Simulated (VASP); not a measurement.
# RbSrSi2 (P4/mmm) in VASP: relaxation of cell and atoms with PBE

Aim: the relaxation of cell and atoms of RbSrSi2 with PBE.

Everything below comes from runs of VASP 6.6.1. Logs are shortened: lines on timing, memory, paths and dates and some standing lists are left out, and cuts for length are marked.

### 1 The cell of the first run

Symmetry: P4/mmm, No. 123, tetragonal system. The conventional cell has a = 4.262 Å, b = 4.262 Å, c = 4.486 Å, α = 90.00°, β = 90.00°, γ = 90.00°. Within 3.0 Å of Rb (site symmetry 4/mmm) lie 2 Sr at 2.24 Å. Within 3.0 Å of Sr (site symmetry 4/mmm) lie 2 Rb at 2.24 Å. Si (site symmetry 4mm) has 2 Si at 2.20 to 2.29 Å within 2.9 Å.

### 2 Relaxation of cell and atoms, PBE

INCAR

```
PREC = Accurate ; ENCUT = 600
EDIFF = 1E-7 ; ISMEAR = 0
SIGMA = 0.1 ; LREAL = F
LASPH = T ; NELM = 80
ALGO = Normal ; ISIF = 3
LWAVE = F ; LCHARG = F
GGA = PE ; IBRION = 2
NSW = 90 ; EDIFFG = -0.04
```

KPOINTS

```
Automatic mesh
0
Gamma
  4 4 4
```

POSCAR

```
RbSrSi2
1.0
    4.2621086200      0.0000000000      0.0000000000
    0.0000000000      4.2621086200      0.0000000000
    0.0000000000      0.0000000000      4.4857285600
Rb Sr Si
1 1 2
Direct
    0.0000000000      0.0000000000      0.5000000000
    0.0000000000      0.0000000000      0.0000000000
    0.5000000000      0.5000000000      0.2547778500
    0.5000000000      0.5000000000      0.7452221500
```

Potentials or basis: VASP PAW PBE potentials, release 64 (Rb_sv, Sr_sv, Si).

Started as:

```sh
cat potpaw_PBE.64/Rb_sv/POTCAR potpaw_PBE.64/Sr_sv/POTCAR potpaw_PBE.64/Si/POTCAR > POTCAR
mpirun -np 1 vasp_std > vasp.out
```

OUTCAR:

```text
PREC = Accurate
   ENCUT = 600
   EDIFF = 1E-7
   ISMEAR = 0
   LREAL = F
   LASPH = T
   NELM = 80
   ISIF = 3
   GGA = PE
   IBRION = 2
   NSW = 90
   EDIFFG = -0.04

 ion  position               nearest neighbor table
   1  0.000  0.000  0.500-   2 2.24   2 2.24   4 3.21   3 3.21   3 3.21   4 3.21   3 3.21   4 3.21
                             3 3.21   4 3.21   2 4.82   2 4.82   2 4.82   2 4.82   2 4.82   2 4.82
   2  0.000  0.000  0.000-   1 2.24   1 2.24   4 3.22   3 3.22   3 3.22   4 3.22   3 3.22   4 3.22
                             3 3.22   4 3.22   1 4.82   1 4.82   1 4.82   1 4.82   1 4.82   1 4.82
   3  0.500  0.500  0.255-   4 2.20   4 2.29   1 3.21   1 3.21   1 3.21   1 3.21   2 3.22   2 3.22
                             2 3.22   2 3.22
   4  0.500  0.500  0.745-   3 2.20   3 2.29   1 3.21   1 3.21   1 3.21   1 3.21   2 3.22   2 3.22
                             2 3.22   2 3.22

 -----------------------------------------------------------------------------
|                                                                             |
|           W    W    AA    RRRRR   N    N  II  N    N   GGGG   !!!           |
|           W    W   A  A   R    R  NN   N  II  NN   N  G    G  !!!           |
|           W    W  A    A  R    R  N N  N  II  N N  N  G       !!!           |
|           W WW W  AAAAAA  RRRRR   N  N N  II  N  N N  G  GGG   !            |
|           WW  WW  A    A  R   R   N   NN  II  N   NN  G    G                |
|           W    W  A    A  R    R  N    N  II  N    N   GGGG   !!!           |
|                                                                             |
|     The distance between some ions is very small. Please check the          |
|     nearest-neighbor list in the OUTCAR file.                               |
|     I HOPE YOU KNOW WHAT YOU ARE DOING!                                     |
|                                                                             |
 -----------------------------------------------------------------------------

  LATTYP: Found a simple tetragonal cell.
 ALAT       =     4.2621086200
 C/A-ratio  =     1.0524669735

  Lattice vectors:

 A1 = (   4.2621086200,   0.0000000000,   0.0000000000)
 A2 = (   0.0000000000,   4.2621086200,   0.0000000000)
 A3 = (   0.0000000000,   0.0000000000,   4.4857285600)

Analysis of symmetry for initial positions (statically):
=====================================================================
 Subroutine PRICEL returns:
 Original cell was already a primitive cell.

 Routine SETGRP: Setting up the symmetry group for a
 simple tetragonal supercell.

 Subroutine GETGRP returns: Found 16 space group operations
 (whereof 16 operations were pure point group operations)
 out of a pool of 16 trial point group operations.

The static configuration has the point symmetry D_4h.

Analysis of symmetry for dynamics (positions and initial velocities):
=====================================================================
 Subroutine PRICEL returns:
 Original cell was already a primitive cell.

 Routine SETGRP: Setting up the symmetry group for a
 simple tetragonal supercell.

 Subroutine GETGRP returns: Found 16 space group operations
 (whereof 16 operations were pure point group operations)
 out of a pool of 16 trial point group operations.

The dynamic configuration has the point symmetry D_4h.

 Subroutine INISYM returns: Found 16 space group operations
 (whereof 16 operations are pure point group operations),
 and found     1 'primitive' translations

----------------------------------------------------------------------------------------

                                     Primitive cell

  volume of cell :      81.4858

  direct lattice vectors                    reciprocal lattice vectors
     4.262108620  0.000000000  0.000000000     0.234625649  0.000000000  0.000000000
     0.000000000  4.262108620  0.000000000     0.000000000  0.234625649  0.000000000
     0.000000000  0.000000000  4.485728560     0.000000000  0.000000000  0.222929227

  length of vectors
     4.262108620  4.262108620  4.485728560     0.234625649  0.234625649  0.222929227

  position of ions in fractional coordinates (direct lattice)
     0.000000000  0.000000000  0.500000000
     0.000000000  0.000000000  0.000000000
     0.500000000  0.500000000  0.254777850
     0.500000000  0.500000000  0.745222150

  ion indices of the primitive-cell ions
   primitive index   ion index
                 1           1
                 2           2
                 3           3
                 4           4

----------------------------------------------------------------------------------------

 KPOINTS: Automatic mesh

Automatic generation of k-mesh.
 Grid dimensions read from file:
 generate k-points for:    4    4    4

 Generating k-lattice:

  Cartesian coordinates                     Fractional coordinates (reciprocal lattice)
     0.058656412  0.000000000  0.000000000     0.250000000  0.000000000  0.000000000
     0.000000000  0.058656412  0.000000000     0.000000000  0.250000000  0.000000000
     0.000000000  0.000000000  0.055732307     0.000000000  0.000000000  0.250000000

  Length of vectors
     0.058656412  0.058656412  0.055732307

  Shift w.r.t. Gamma in fractional coordinates (k-lattice)
     0.000000000  0.000000000  0.000000000

 Subroutine IBZKPT returns following result:
 ===========================================

 Found     18 irreducible k-points:

 Following reciprocal coordinates:
            Coordinates               Weight
  0.000000  0.000000  0.000000      1.000000
  0.250000  0.000000  0.000000      4.000000
  0.500000  0.000000  0.000000      2.000000
  0.250000  0.250000  0.000000      4.000000
  0.500000  0.250000  0.000000      4.000000
  0.500000  0.500000  0.000000      1.000000
[... 10 lines left out ...]
  0.500000  0.250000  0.500000      4.000000
  0.500000  0.500000  0.500000      1.000000
   k-points           NKPTS =     18   k-points in BZ     NKDIM =     18   number of bands    NBANDS=     17
   number of dos      NEDOS =    301   number of ions     NIONS =      4
   total plane-waves  NPLWV =  46656
   dimension x,y,z NGX =    36 NGY =   36 NGZ =   36
   dimension x,y,z NGXF=    72 NGYF=   72 NGZF=   72
   ions per type =               1   1   2
   NGX,Y,Z   is equivalent  to a cutoff of  14.04, 14.04, 13.34 a.u.
   NGXF,Y,Z  is equivalent  to a cutoff of  28.08, 28.08, 26.68 a.u.
 SYSTEM =  unknown system
   PREC   = accura    normal or accurate (medium, high low for compatibility)
   ISTART =      0    job   : 0-new  1-cont  2-samecut
   ICHARG =      2    charge: 1-file 2-atom 10-const
   ISPIN  =      1    spin polarized calculation?
   LNONCOLLINEAR =      F non collinear calculations
   LSORBIT =      F    spin-orbit coupling
   LASPH  =      T    aspherical Exc in radial PAW
   ENCUT  =  600.0 eV  44.10 Ry    6.64 a.u.   8.51  8.51  8.96*2*pi/ulx,y,z
   NELM   =     80;   NELMIN=  2; NELMDL= -5     # of ELM steps
   EDIFF  = 0.1E-06   stopping-criterion for ELM
   LREAL  =      F    real-space projection
   EDIFFG = -.4E-01   stopping-criterion for IOM
   NSW    =     90    number of steps for IOM
   IBRION =      2    ionic relax: 0-MD 1-quasi-New 2-CG
   NFREE  =      1    steps in history (QN), initial steepest desc. (CG)
   ISIF   =      3    stress and relaxation
   ISYM   =      2    0-nonsym 1-usesym 2-fastsym
   POTIM  = 0.5000    time-step for ionic-motion
   TEBEG  =    0.0;   TEEND  =   0.0 temperature during run
   PSTRESS=    0.0 pullay stress
   NELECT =      27.0000    total number of electrons
   NUPDOWN=      -1.0000    fix difference up-down
   EMIN   =  10.00;   EMAX   =-10.00  energy-range for DOS
   EFERMI =   0.00;   METHOD = LEGACY
   ISMEAR =     0;   SIGMA  =   0.10  broadening in eV -4-tet -1-fermi 0-gaus
   EFERMI_NEDOS =   21; number of points for ismear=-14 and -15
   IALGO  =     38    algorithm
   IMIX   =      4    mixing-type and parameters
     AMIX     =   0.40;   BMIX     =  1.00
     AMIX_MAG =   1.60;   BMIX_MAG =  1.00
  volume/ion in A,a.u.               =      20.37       137.47
  Fermi-wavevector in a.u.,A,eV,Ry     =   1.132840  2.140758 17.460730  1.283327
  Thomas-Fermi vector in A             =   2.269542
   LORBIT       =      0    0 simple, 1 ext, 2 COOP (PROOUT), +10 PAW based schemes
   GGA     = PE    functional components
   LHFCALC =     F    Hartree Fock is set to
   AEXX    =    0.0000 exact exchange contribution
   IVDW    =     0    specifies the selected vdW correction
   LEPSILON=     F    determine dielectric tensor
   LRPA    =     F    only Hartree local field effects (RPA)
 conjugate gradient relaxation of ions
 non-spin polarized calculation
 Gauss-broadening in eV      SIGMA  =   0.10
  energy-cutoff  :      600.00
  volume of cell :       81.49
 maximum number of plane-waves:      2746
 NGX is ok and might be reduce to    36
   NGX = 17   NGY = 17   NGZ = 17

--------------------------------------- Ionic step        1  -------------------------------------------

 number of electron      27.0000001 magnetization

 Free energy of the ion-electron system (eV)
  ---------------------------------------------------
  ext. energy  EPLUGINS =         0.00000000
  ---------------------------------------------------
  free energy    TOTEN  =        -5.99183707 eV

  energy without entropy =       -5.97990722  energy(sigma->0) =       -5.98587214

 E-fermi :   5.3113     XC(G=0): -10.2088

 val. band max:        5.3042197184   @ k =   0.2500   0.0000   0.5000
 cond. band min:       5.4266901328   @ k =   0.2500   0.2500   0.2500
 fundamental gap:      0.1224704144
 Fermi energy:         5.3112752995

 k-point     1 :       0.0000    0.0000    0.0000
  band No.  band energies     occupation
      1     -30.2930      2.00000
      2     -22.4570      2.00000
      3     -15.5091      2.00000
      4     -12.0203      2.00000
      5     -12.0203      2.00000
      6      -6.2960      2.00000
[... 456 lines left out ...]
  FREE ENERGIE OF THE ION-ELECTRON SYSTEM (eV)
  ---------------------------------------------------
  free  energy   TOTEN  =       -11.7680617219 eV

  energy  without entropy=      -11.7549818258  energy(sigma->0) =      -11.76152177

 E-fermi :   3.3635     XC(G=0):  -8.9908

 val. band max:        3.2920415479   @ k =   0.2500   0.2500   0.2500
 cond. band min:       3.4182247246   @ k =   0.2500   0.2500   0.5000
 fundamental gap:      0.1261831767
 Fermi energy:         3.3634905036

 k-point     1 :       0.0000    0.0000    0.0000
  band No.  band energies     occupation
      1     -30.7510      2.00000
      2     -24.0347      2.00000
      3     -13.1868      2.00000
      4     -12.7787      2.00000
      5     -12.7787      2.00000
      6      -8.2958      2.00000
[... 337 lines left out ...]
      4     -13.0881      2.00000
      5     -13.0488      2.00000
      6      -8.3498      2.00000
[... 9 lines left out ...]
     16       6.1977      0.00000
     17       7.0201      0.00000

[... ionic steps 4 to 32 ...]

--------------------------------------- Ionic step       33  -------------------------------------------

 number of electron      27.0000001 magnetization

------------------------ aborting loop because EDIFF is reached ----------------------------------------
[... 71 lines left out ...]
--------------------------------------- Ionic step       35  -------------------------------------------

 number of electron      27.0000004 magnetization

 Free energy of the ion-electron system (eV)
  ---------------------------------------------------
  ext. energy  EPLUGINS =         0.00000000
  ---------------------------------------------------
  free energy    TOTEN  =       -13.40633899 eV

  energy without entropy =      -13.39751413  energy(sigma->0) =      -13.40192656

 E-fermi :   2.1913     XC(G=0):  -7.8627

 val. band max:        2.0729108000   @ k =   0.0000   0.0000   0.0000
 cond. band min:       2.2331270418   @ k =   0.2500   0.2500   0.0000
 fundamental gap:      0.1602162418
 Fermi energy:         2.1912992274

 k-point     1 :       0.0000    0.0000    0.0000
  band No.  band energies     occupation
      1     -33.0863      2.00000
      2     -25.9655      2.00000
      3     -15.3363      2.00000
      4     -15.0153      2.00000
      5     -15.0153      2.00000
      6     -10.1340      2.00000
[... 380 lines left out ...]
  FREE ENERGIE OF THE ION-ELECTRON SYSTEM (eV)
  ---------------------------------------------------
  free  energy   TOTEN  =       -13.4063389894 eV

  energy  without entropy=      -13.3975141253  energy(sigma->0) =      -13.40192656

 reached required accuracy - stopping structural energy minimisation
```

Wall time 12 min (1 thread of AMD EPYC 7R13 (Zen 3), shared host); peak memory 0.21 GiB.

What came out:

* Free energy: -13.4063 eV
* Relaxed volume: 35.50 Å³/atom
* Relaxed cell: a = 4.330 Å, b = 4.330 Å, c = 7.575 Å, α = 90.00°, β = 90.00°, γ = 90.00°
* Space group after relaxing (to 0.05 Å): P4/mmm (No. 123)
* Energy gained by relaxing: 1853.6 meV/atom
* Ionic steps: 35
* Pressure after relaxing: 0.1 GPa
* Largest force after relaxing: 0.025 eV/Å

Forces on the atoms (eV/Å):
```
Rb   0.000  0.000  0.000
Sr   0.000  0.000  0.000
Si   0.000  0.000 -0.025
Si   0.000  0.000  0.025
```

Step by step:
| step | energy change (eV) | largest force (eV/Å) | pressure (GPa) | volume (Å³) |
| --- | --- | --- | --- | --- |
| 1 | 0.0000 | 1.2047 | 39.35 | 81.49 |
| 2 | -5.6039 | 0.9771 | -3.69 | 143.55 |
| 3 | -5.7762 | 0.6742 | 0.68 | 110.98 |
| 4 | -5.8090 | 0.6548 | -1.67 | 123.03 |
| 5 | -5.8162 | 0.6249 | -1.28 | 120.35 |
| 6 | -5.8182 | 0.6282 | -0.81 | 117.58 |
| 7 | -5.8185 | 0.6240 | -0.94 | 118.32 |
| 8 | -5.8718 | 0.6980 | -0.24 | 115.75 |
| 9 | -5.9889 | 1.1172 | 2.52 | 108.19 |
| 10 | -5.8140 | 0.7976 | 11.98 | 93.79 |
| 11 | -6.0317 | 1.2580 | 4.18 | 104.63 |
| 12 | -6.0228 | 1.1752 | 6.93 | 99.98 |
| 13 | -6.0397 | 1.2404 | 5.43 | 102.36 |
| 14 | -6.0513 | 1.2325 | 5.57 | 102.17 |
| 15 | -6.0833 | 1.2046 | 6.04 | 101.58 |
| 16 | -6.1346 | 1.1240 | 7.07 | 100.40 |
| 17 | -6.1629 | 0.7668 | 9.59 | 98.02 |
| 18 | -6.2766 | 0.6453 | 9.30 | 99.29 |
| 19 | -6.5574 | 0.3244 | 8.89 | 103.10 |
| 20 | -6.6095 | 2.5614 | 10.07 | 110.82 |
| 21 | -6.6939 | 0.6878 | 9.23 | 106.96 |
| 22 | -6.9748 | 0.2488 | 6.37 | 112.72 |
| 23 | -7.3420 | 0.5201 | 0.79 | 129.97 |
| 24 | -7.3555 | 0.6478 | 0.00 | 133.77 |
| 25 | -7.3561 | 0.6813 | -0.18 | 134.74 |
| 26 | -7.3755 | 0.5003 | -0.05 | 135.38 |
| 27 | -7.4012 | 0.0873 | 0.50 | 136.91 |
| 28 | -7.4014 | 0.0778 | 0.63 | 137.27 |
| 29 | -7.4017 | 0.0036 | 0.57 | 137.11 |
| 30 | -7.4068 | 0.0022 | 0.36 | 138.81 |
| 31 | -7.4101 | 0.0329 | 0.02 | 141.69 |
| 32 | -7.4127 | 0.1134 | -0.12 | 142.26 |
| 33 | -7.4128 | 0.1478 | -0.15 | 142.40 |
| 34 | -7.4143 | 0.0673 | -0.01 | 142.13 |
| 35 | -7.4145 | 0.0248 | 0.07 | 141.99 |

Final structure:
```
Rb Sr Si
1.0
     4.32959    0.00000    0.00000
     0.00000    4.32959    0.00000
     0.00000    0.00000    7.57485
Rb Sr Si
1 1 2
Direct
  0.00000 0.00000 0.50000
  0.00000 0.00000 0.00000
  0.50000 0.50000 0.14720
  0.50000 0.50000 0.85280
```

Levels at points of the mesh, in eV from the Fermi level:
| k point | band 9 | band 10 | band 11 | band 12 | band 13 | band 14 | band 15 | band 16 | band 17 |
| --- | --- | --- | --- | --- | --- | --- | --- | --- | --- |
| (0.00, 0.00, 0.00) | -8.74 | -5.01 | -2.31 | -0.12 | -0.12 | 1.15 | 1.30 | 1.30 | 1.98 |
| (0.50, 0.00, 0.00) | -8.03 | -4.92 | -3.10 | -1.22 | -0.98 | 0.08 | 1.32 | 2.63 | 3.27 |
| (0.50, 0.50, 0.00) | -8.16 | -4.26 | -1.75 | -1.75 | -1.09 | -0.73 | -0.73 | 1.34 | 4.29 |
| (0.00, 0.00, 0.50) | -8.68 | -5.30 | -1.39 | -0.15 | -0.15 | 1.08 | 1.22 | 1.44 | 1.44 |
| (0.50, 0.00, 0.50) | -8.03 | -4.92 | -2.95 | -1.04 | -0.96 | -0.60 | 2.38 | 2.59 | 2.65 |
| (0.50, 0.50, 0.50) | -8.15 | -4.40 | -1.82 | -1.82 | -0.56 | -0.56 | -0.48 | 2.36 | 2.56 |

Caveat: the k points lie up to 0.36 Å⁻¹ apart in the final cell; the volume moved by over 15 % at a fixed basis, so the end points are rough.
